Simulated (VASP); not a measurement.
# Nb in VASP: a series of runs

Runs on Nb. Level: PBEsol. Tasks: single point.

Program: VASP 6.6.1. These are calculated values, not measurements. Logs are shortened: lines on timing, memory, paths and dates and some standing lists are left out, and cuts for length are marked.

**1. The cell of the first run**

The structure is cubic, space group Fm-3m (No. 225). Conventional cell: a = 4.019 Å, b = 4.019 Å, c = 4.019 Å, α = 90.00°, β = 90.00°, γ = 90.00°. Within 3.7 Å of Nb (site symmetry m-3m) lie 12 Nb at 2.84 Å.

This isn't the form of Nb at room conditions, which is bcc.

**2. Single point, PBEsol (strain -0.050 along x and y, -0.050 along z)**

The input, INCAR:

```
PREC = Accurate
ENCUT = 500
EDIFF = 1E-6
ISMEAR = 0
SIGMA = 0.15
LREAL = False
LASPH = True
NELM = 120
ALGO = Normal
ISIF = 2
LWAVE = False
LCHARG = False
GGA = PS
NBANDS = 12
GGA_COMPAT = False
```

The input, KPOINTS:

```
Automatic mesh
0
Gamma
  20 20 20
```

The input, POSCAR:

```
Nb
1.0
    0.0000000000      2.0092500000      2.0092500000
    2.0092500000      0.0000000000      2.0092500000
    2.0092500000      2.0092500000      0.0000000000
Nb
1
Direct
    0.0000000000      0.0000000000      0.0000000000
```

Potentials or basis: VASP PAW PBE potentials, release 64 (Nb_sv).

The run is started by

```sh
$ cat potpaw_PBE.64/Nb_sv/POTCAR > POTCAR
$ mpirun -np 1 vasp_std > vasp.out
```

OUTCAR:

```text
PREC = Accurate
   ENCUT = 500
   EDIFF = 1E-6
   ISMEAR = 0
   LREAL = False
   LASPH = True
   NELM = 120
   ISIF = 2
   GGA = PS

 ion  position               nearest neighbor table
   1  0.000  0.000  0.000-

  LATTYP: Found a face centered cubic cell.
 ALAT       =     4.0185000000

  Lattice vectors:

 A1 = (   0.0000000000,   2.0092500000,   2.0092500000)
 A2 = (   2.0092500000,   0.0000000000,   2.0092500000)
 A3 = (   2.0092500000,   2.0092500000,   0.0000000000)

Analysis of symmetry for initial positions (statically):
=====================================================================
 Subroutine PRICEL returns:
 Original cell was already a primitive cell.

 Routine SETGRP: Setting up the symmetry group for a
 face centered cubic supercell.

 Subroutine GETGRP returns: Found 48 space group operations
 (whereof 48 operations were pure point group operations)
 out of a pool of 48 trial point group operations.

The static configuration has the point symmetry O_h .

Analysis of symmetry for dynamics (positions and initial velocities):
=====================================================================
 Subroutine PRICEL returns:
 Original cell was already a primitive cell.

 Routine SETGRP: Setting up the symmetry group for a
 face centered cubic supercell.

 Subroutine GETGRP returns: Found 48 space group operations
 (whereof 48 operations were pure point group operations)
 out of a pool of 48 trial point group operations.

The dynamic configuration has the point symmetry O_h .

 Subroutine INISYM returns: Found 48 space group operations
 (whereof 48 operations are pure point group operations),
 and found     1 'primitive' translations

----------------------------------------------------------------------------------------

                                     Primitive cell

  volume of cell :      16.2230

  direct lattice vectors                    reciprocal lattice vectors
     0.000000000  2.009250000  2.009250000    -0.248849073  0.248849073  0.248849073
     2.009250000  0.000000000  2.009250000     0.248849073 -0.248849073  0.248849073
     2.009250000  2.009250000  0.000000000     0.248849073  0.248849073 -0.248849073

  length of vectors
     2.841508600  2.841508600  2.841508600     0.431019238  0.431019238  0.431019238

  position of ions in fractional coordinates (direct lattice)
     0.000000000  0.000000000  0.000000000

  ion indices of the primitive-cell ions
   primitive index   ion index
                 1           1

----------------------------------------------------------------------------------------

 KPOINTS: Automatic mesh

Automatic generation of k-mesh.
 Grid dimensions read from file:
 generate k-points for:   20   20   20

 Generating k-lattice:

  Cartesian coordinates                     Fractional coordinates (reciprocal lattice)
    -0.012442454  0.012442454  0.012442454     0.050000000  0.000000000  0.000000000
     0.012442454 -0.012442454  0.012442454     0.000000000  0.050000000  0.000000000
     0.012442454  0.012442454 -0.012442454     0.000000000  0.000000000  0.050000000

  Length of vectors
     0.021550962  0.021550962  0.021550962

  Shift w.r.t. Gamma in fractional coordinates (k-lattice)
     0.000000000  0.000000000  0.000000000

 Subroutine IBZKPT returns following result:
 ===========================================

 Found    256 irreducible k-points:

 Following reciprocal coordinates:
            Coordinates               Weight
  0.000000  0.000000  0.000000      1.000000
  0.050000  0.000000  0.000000      8.000000
  0.100000  0.000000  0.000000      8.000000
  0.150000  0.000000  0.000000      8.000000
  0.200000  0.000000  0.000000      8.000000
  0.250000  0.000000  0.000000      8.000000
[... 16 lines left out ...]
 -0.400000  0.050000  0.000000     24.000000
 -0.350000  0.050000  0.000000     24.000000
 [... further k-points ...]
   k-points           NKPTS =    256   k-points in BZ     NKDIM =    256   number of bands    NBANDS=     12
   number of dos      NEDOS =    301   number of ions     NIONS =      1
   total plane-waves  NPLWV =  13824
   dimension x,y,z NGX =    24 NGY =   24 NGZ =   24
   dimension x,y,z NGXF=    48 NGYF=   48 NGZF=   48
   ions per type =               1
   NGX,Y,Z   is equivalent  to a cutoff of  14.04, 14.04, 14.04 a.u.
   NGXF,Y,Z  is equivalent  to a cutoff of  28.08, 28.08, 28.08 a.u.
 SYSTEM =  unknown system
   PREC   = accura    normal or accurate (medium, high low for compatibility)
   ISTART =      0    job   : 0-new  1-cont  2-samecut
   ICHARG =      2    charge: 1-file 2-atom 10-const
   ISPIN  =      1    spin polarized calculation?
   LNONCOLLINEAR =      F non collinear calculations
   LSORBIT =      F    spin-orbit coupling
   LASPH  =      T    aspherical Exc in radial PAW
   ENCUT  =  500.0 eV  36.75 Ry    6.06 a.u.   5.18  5.18  5.18*2*pi/ulx,y,z
   NELM   =    120;   NELMIN=  2; NELMDL= -5     # of ELM steps
   EDIFF  = 0.1E-05   stopping-criterion for ELM
   LREAL  =      F    real-space projection
   EDIFFG = 0.1E-04   stopping-criterion for IOM
   NSW    =      0    number of steps for IOM
   IBRION =     -1    ionic relax: 0-MD 1-quasi-New 2-CG
   NFREE  =      0    steps in history (QN), initial steepest desc. (CG)
   ISIF   =      2    stress and relaxation
   ISYM   =      2    0-nonsym 1-usesym 2-fastsym
   POTIM  = 0.5000    time-step for ionic-motion
   TEBEG  =    0.0;   TEEND  =   0.0 temperature during run
   PSTRESS=    0.0 pullay stress
   NELECT =      13.0000    total number of electrons
   NUPDOWN=      -1.0000    fix difference up-down
   EMIN   =  10.00;   EMAX   =-10.00  energy-range for DOS
   EFERMI =   0.00;   METHOD = LEGACY
   ISMEAR =     0;   SIGMA  =   0.15  broadening in eV -4-tet -1-fermi 0-gaus
   EFERMI_NEDOS =   21; number of points for ismear=-14 and -15
   IALGO  =     38    algorithm
   IMIX   =      4    mixing-type and parameters
     AMIX     =   0.40;   BMIX     =  1.00
     AMIX_MAG =   1.60;   BMIX_MAG =  1.00
  volume/ion in A,a.u.               =      16.22       109.48
  Fermi-wavevector in a.u.,A,eV,Ry     =   1.520589  2.873497 31.459286  2.312192
  Thomas-Fermi vector in A             =   2.629420
   LORBIT       =      0    0 simple, 1 ext, 2 COOP (PROOUT), +10 PAW based schemes
   GGA     = PS    functional components
   LHFCALC =     F    Hartree Fock is set to
   AEXX    =    0.0000 exact exchange contribution
   IVDW    =     0    specifies the selected vdW correction
   LEPSILON=     F    determine dielectric tensor
   LRPA    =     F    only Hartree local field effects (RPA)
 non-spin polarized calculation
 Gauss-broadening in eV      SIGMA  =   0.15
  energy-cutoff  :      500.00
  volume of cell :       16.22
 maximum number of plane-waves:       424
 NGX is ok and might be reduce to    24
   NGX = 11   NGY = 11   NGZ = 11

 number of electron      13.0000001 magnetization

 Free energy of the ion-electron system (eV)
  ---------------------------------------------------
  ext. energy  EPLUGINS =         0.00000000
  ---------------------------------------------------
  free energy    TOTEN  =       -10.48636049 eV

  energy without entropy =      -10.47073276  energy(sigma->0) =      -10.47854662

 E-fermi :  12.9914     XC(G=0): -13.1822

 val. band max:       12.9883922473   @ k =   0.3500   0.0500   0.0000
 cond. band min:      13.0023044505   @ k =   0.5000   0.1000   0.0500
 fundamental gap:      0.0139122033
 Fermi energy:        12.9914311075

 k-point     1 :       0.0000    0.0000    0.0000
  band No.  band energies     occupation
      1     -41.6012      2.00000
      2     -16.6594      2.00000
      3     -16.6594      2.00000
      4     -16.6594      2.00000
      5       6.4322      2.00000
      6      12.9562      1.25992
      7      12.9562      1.25991
      8      12.9562      1.25991
      9      16.1297      0.00000
     10      16.1297      0.00000
     11      24.9268      0.00000
     12      30.3392      0.00000

 k-point     2 :       0.0500    0.0000    0.0000
  band No.  band energies     occupation
      1     -41.5929      2.00000
      2     -16.7101      2.00000
      3     -16.6654      2.00000
      4     -16.6654      2.00000
      5       6.5444      2.00000
      6      12.8646      1.76819
      7      13.0089      0.86928
      8      13.0089      0.86928
      9      16.0759      0.00000
     10      16.0759      0.00000
     11      25.1591      0.00000
     12      29.8900      0.00000

 k-point     3 :       0.1000    0.0000    0.0000
  band No.  band energies     occupation
      1     -41.5687      2.00000
      2     -16.8556      2.00000
      3     -16.6827      2.00000
      4     -16.6827      2.00000
      5       6.8661      2.00000
      6      12.6271      1.99941
      7      13.1505      0.13372
      8      13.1505      0.13372
      9      15.9460      0.00000
     10      15.9460      0.00000
     11      25.7959      0.00000
     12      28.9619      0.00000

 k-point     4 :       0.1500    0.0000    0.0000
  band No.  band energies     occupation
      1     -41.5308      2.00000
      2     -17.0778      2.00000
      3     -16.7096      2.00000
      4     -16.7096      2.00000
      5       7.3495      2.00000
      6      12.3410      2.00000
      7      13.3244      0.00169
      8      13.3244      0.00169
      9      15.8317      0.00000
     10      15.8317      0.00000
     11      26.5443      0.00000
     12      28.1807      0.00000

 k-point     5 :       0.2000    0.0000    0.0000
  band No.  band energies     occupation
      1     -41.4827      2.00000
      2     -17.3508      2.00000
      3     -16.7431      2.00000
      4     -16.7431      2.00000
      5       7.9022      2.00000
      6      12.1398      2.00000
      7      13.4297      0.00004
      8      13.4297      0.00004
      9      15.8714      0.00000
     10      15.8714      0.00000
     11      26.3796      0.00000
     12      28.5764      0.00000

 k-point     6 :       0.2500    0.0000    0.0000
  band No.  band energies     occupation
      1     -41.4287      2.00000
      2     -17.6451      2.00000
      3     -16.7801      2.00000
      4     -16.7801      2.00000
      5       8.3763      2.00000
      6      12.1849      2.00000
      7      13.3863      0.00020
      8      13.3863      0.00020
      9      16.1681      0.00000
     10      16.1681      0.00000
     11      25.6647      0.00000
     12      29.5349      0.00000

 k-point     7 :       0.3000    0.0000    0.0000
  band No.  band energies     occupation
      1     -41.3742      2.00000
      2     -17.9315      2.00000
      3     -16.8167      2.00000
      4     -16.8167      2.00000
      5       8.6331      2.00000
      6      12.5968      1.99980
      7      13.2247      0.02787
      8      13.2247      0.02787
      9      16.6905      0.00000
     10      16.6905      0.00000
     11      25.0259      0.00000
     12      29.7964      0.00000

 k-point     8 :       0.3500    0.0000    0.0000
  band No.  band energies     occupation
      1     -41.3245      2.00000
      2     -18.1836      2.00000
      3     -16.8494      2.00000
      4     -16.8494      2.00000
      5       8.6793      2.00000
      6      13.0277      0.73235
      7      13.0277      0.73235
      8      13.3126      0.00246
      9      17.3249      0.00000
     10      17.3249      0.00000
     11      24.5771      0.00000
     12      28.9226      0.00000
[... 166 lines left out ...]
 k-point    20 :       0.4500    0.0500    0.0000
  band No.  band energies     occupation
      1     -41.2618      2.00000
      2     -18.4584      2.00000
      3     -16.9100      2.00000
      4     -16.9072      2.00000
      5       8.6797      2.00000
      6      12.6035      1.99975
      7      12.8792      1.71017
      8      14.3850      0.00000
      9      18.3210      0.00000
     10      18.4712      0.00000
     11      24.6063      0.00000
     12      26.6284      0.00000

 k-point    21 :       0.5000    0.0500    0.0000
  band No.  band energies     occupation
      1     -41.2473      2.00000
      2     -18.5274      2.00000
      3     -16.9283      2.00000
      4     -16.9082      2.00000
      5       8.6421      2.00000
      6      12.5492      1.99997
      7      12.7989      1.93045
      8      14.7798      0.00000
      9      18.5847      0.00000
     10      18.7642      0.00000
     11      24.9149      0.00000
     12      25.6233      0.00000

 k-point    22 :      -0.4500    0.0500    0.0000
  band No.  band energies     occupation
      1     -41.2502      2.00000
      2     -18.5132      2.00000
      3     -16.9350      2.00000
      4     -16.8977      2.00000
      5       8.6516      2.00000
      6      12.5798      1.99990
      7      12.7957      1.93507
      8      14.7059      0.00000
      9      18.3525      0.00000
     10      18.8671      0.00000
     11      24.7883      0.00000
     12      25.8978      0.00000

 k-point    23 :      -0.4000    0.0500    0.0000
  band No.  band energies     occupation
      1     -41.2704      2.00000
      2     -18.4170      2.00000
      3     -16.9295      2.00000
      4     -16.8766      2.00000
      5       8.7042      2.00000
      6      12.6908      1.99541
      7      12.8715      1.74193
      8      14.1923      0.00000
      9      17.8363      0.00000
     10      18.6133      0.00000
     11      24.5794      0.00000
     12      27.0551      0.00000

 k-point    24 :      -0.3500    0.0500    0.0000
  band No.  band energies     occupation
      1     -41.3056      2.00000
      2     -18.2465      2.00000
      3     -16.9122      2.00000
      4     -16.8468      2.00000
      5       8.7678      2.00000
      6      12.8677      1.75661
      7      13.0186      0.79786
      8      13.4334      0.00003
      9      17.1641      0.00000
     10      18.0979      0.00000
     11      24.6943      0.00000
     12      28.4358      0.00000

 [... further k-points ...]
[... 5 lines left out ...]
  --------------------------------------------------------------------------------------
  -------------------------------------------------------------------------------------
  Total        2.3523036      2.3523036      2.3523036      0.0000000      0.0000000      0.0000000
  in kB      232.3122042    232.3122042    232.3122042      0.0000000      0.0000000      0.0000000
  external PRESSURE =     232.3122042 kB  Pullay stress =       0.0000000 kB

 VOLUME and BASIS-vectors are now :
 -----------------------------------------------------------------------------
  energy-cutoff  :      500.00
  volume of cell :       16.22
      direct lattice vectors                 reciprocal lattice vectors
     0.000000000  2.009250000  2.009250000    -0.248849073  0.248849073  0.248849073
     2.009250000  0.000000000  2.009250000     0.248849073 -0.248849073  0.248849073
     2.009250000  2.009250000  0.000000000     0.248849073  0.248849073 -0.248849073

 POSITION                                       TOTAL-FORCE (eV/Angst)
 -----------------------------------------------------------------------------------
      0.00000      0.00000      0.00000         0.000000      0.000000      0.000000
 -----------------------------------------------------------------------------------
    total drift:                               -0.000000      0.000000     -0.000000

  FREE ENERGIE OF THE ION-ELECTRON SYSTEM (eV)
  ---------------------------------------------------
  free  energy   TOTEN  =       -10.4863604858 eV

  energy  without entropy=      -10.4707327608  energy(sigma->0) =      -10.47854662
```

Run time: 32 s. Hardware: 1 thread of AMD EPYC 9R45 (Zen 5), shared host; peak memory 0.14 GiB.

What came out:

```
Free energy            : -10.4864 eV
Pressure               : 23.2 GPa
Band gap on the k mesh : zero (an odd number of electrons rules out a gap without spin polarisation)
```

Levels at points of the mesh, in eV from the Fermi level:
```tsv
k point	band 4	band 5	band 6	band 7	band 8	band 9
(0.00, 0.00, 0.00)	-29.65	-6.56	-0.04	-0.04	-0.04	3.14
(0.50, 0.00, 0.00)	-29.89	-4.45	-0.29	-0.29	2.01	5.58
(0.50, 0.50, 0.00)	-30.31	-4.95	-4.13	4.58	5.56	6.30
```

Caveat: the cell differs from its parent crystal (strain -0.050 along x and y, -0.050 along z); the cell stands under pressure; the PAW data sets were made with another functional, which shifts forces and pressure a little.

**3. Single point, PBEsol (strain -0.025 along x and y, -0.025 along z)**

The input, INCAR:

```
SYSTEM = Nb
PREC = Accurate
ENCUT = 500
EDIFF = 1E-6
ISMEAR = 0
SIGMA = 0.15
LREAL = .False.
LASPH = .True.
NELM = 120
ALGO = Normal
ISIF = 2
LWAVE = .False.
LCHARG = .True.
GGA = PS
LELF = .True.
LVHAR = .True.
NBANDS = 12
GGA_COMPAT = .False.
```

The input, KPOINTS:

```
regular mesh
0
Gamma
  20 20 20
  0 0 0
```

The input, POSCAR:

```
Nb
1.0
    0.0000000000      2.0621250000      2.0621250000
    2.0621250000      0.0000000000      2.0621250000
    2.0621250000      2.0621250000      0.0000000000
Nb
1
Direct
    0.0000000000      0.0000000000      0.0000000000
```

Potentials or basis: VASP PAW PBE potentials, release 64 (Nb_sv).

The run is started by

```sh
$ cat potpaw_PBE.64/Nb_sv/POTCAR > POTCAR
$ mpirun -np 1 vasp_std > vasp.out
```

Run time: 34 s. Hardware: 1 thread of AMD EPYC 9R45 (Zen 5), shared host; peak memory 0.14 GiB.

It converged, with:

```yaml
Free_energy: -10.6035 eV
Pressure: 5.8 GPa
Band_gap_on_the_k_mesh: zero (an odd number of electrons rules out a gap without spin polarisation)
```

Levels at points of the mesh, in eV from the Fermi level:
```tsv
k point	band 2	band 3	band 4	band 5	band 6	band 7	band 8	band 9	band 10	band 11
(0.00, 0.00, 0.00)	-29.89	-29.89	-29.89	-6.41	0.05	0.05	0.05	2.90	2.90	11.89
(0.50, 0.00, 0.00)	-31.38	-30.08	-30.08	-4.12	-0.17	-0.17	1.63	5.09	5.09	11.41
(0.50, 0.50, 0.00)	-31.28	-30.42	-30.42	-4.46	-3.68	4.00	5.06	5.72	5.72	11.77
```

Caveat: the cell differs from its parent crystal (strain -0.025 along x and y, -0.025 along z); the cell stands under pressure; the PAW data sets were made with another functional, which shifts forces and pressure a little.

**4. Single point, PBEsol (strain +0.025 along x and y, +0.025 along z)**

The input, INCAR:

```
SYSTEM = Nb
PREC     = Accurate       ! precision mode
ENCUT    = 500            ! plane-wave cutoff, eV
EDIFF    = 1E-6           ! SCF threshold, eV
ISMEAR   = 0              ! smearing method
SIGMA    = 0.15           ! smearing width, eV
LREAL    = .False.        ! projectors in reciprocal space
LASPH    = .True.         ! aspherical terms in the spheres
NELM     = 120            ! most SCF steps
ALGO     = Normal         ! electronic algorithm
ISIF     = 2              ! what is computed and relaxed
LWAVE    = .False.        ! write WAVECAR
LCHARG   = .True.         ! write CHGCAR
GGA      = PS             ! functional
LELF     = .True.         ! ELF
LVHAR    = .True.       
NBANDS   = 12             ! bands
GGA_COMPAT= .False.
```

KPOINTS is that of step 3.

The input, POSCAR:

```
Nb
1.0
    0.0000000000      2.1678750000      2.1678750000
    2.1678750000      0.0000000000      2.1678750000
    2.1678750000      2.1678750000      0.0000000000
Nb
1
Direct
    0.0000000000      0.0000000000      0.0000000000
```

The run is started by

```sh
$ cat potpaw_PBE.64/Nb_sv/POTCAR > POTCAR
$ mpirun -np 1 vasp_std > vasp.out
```

Wall time 33 s (1 thread of AMD EPYC 9R45 (Zen 5), shared host); peak memory 0.15 GiB.

It converged, with:

- Free energy: -10.4856 eV
- Pressure: -16.7 GPa
- Band gap on the k mesh: zero (an odd number of electrons rules out a gap without spin polarisation)

Levels at points of the mesh, in eV from the Fermi level:
```
           k point  band 4  band 5  band 6  band 7  band 8  band 9
(0.00, 0.00, 0.00)  -30.35   -6.04    0.14    0.14    0.14    2.45
(0.50, 0.00, 0.00)  -30.47   -3.55   -0.02   -0.02    1.10    4.20
(0.50, 0.50, 0.00)  -30.68   -3.65   -2.94    3.13    4.17    4.71
```

Caveat: the cell differs from its parent crystal (strain +0.025 along x and y, +0.025 along z); the cell stands under tension; the PAW data sets were made with another functional, which shifts forces and pressure a little.

(Part 1 of 2 ends here.)
